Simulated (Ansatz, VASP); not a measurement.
## One calculation of WSe2, two programs

```xyz
3
Lattice="3.2855 0.0000 0.0000 -1.6428 2.8453 0.0000 0.0000 0.0000 32.7375" Properties=species:S:1:pos:R:3 pbc="T T T"
Se    0.0000    1.8969   14.6841
Se    0.0000    1.8969   18.0534
W     1.6428    0.9484   16.3687
```

Alike in both runs: functional PBE; dispersion D3(BJ); k mesh 12 × 12 × 1; occupations gaussian, width 0.02 eV; no spin polarisation.

Ansatz relaxed the structure, and its values are those at the end. VASP's run is a single point on that final structure, the one shown.

|  | VASP | Ansatz |
| --- | --- | --- |
| version | VASP 6.6.1 | Ansatz 0.2.0 |
| potentials or method | VASP PAW PBE potentials, release 64 (Se, W_sv), cutoff 520 eV | scalar-relativistic, plane waves, PAW |
| valence electrons in the cell | 26 | 46 |

VASP gave:

```
gap on the k mesh at the Fermi level (eV) : 1.65
least direct gap on the mesh (eV)         : 1.67
rms of the force components (eV/Å)        : 0.022
```

Task: What did Ansatz give for the same quantities?

Result: gap on the k mesh at the Fermi level (eV): 1.65; least direct gap on the mesh (eV): 1.67; rms of the force components (eV/Å): 0.000.

VASP's potentials hold 26 valence electrons a cell and Ansatz's 46, so a difference there can come from the potentials and not from the codes.

Spin-orbit coupling is off throughout.
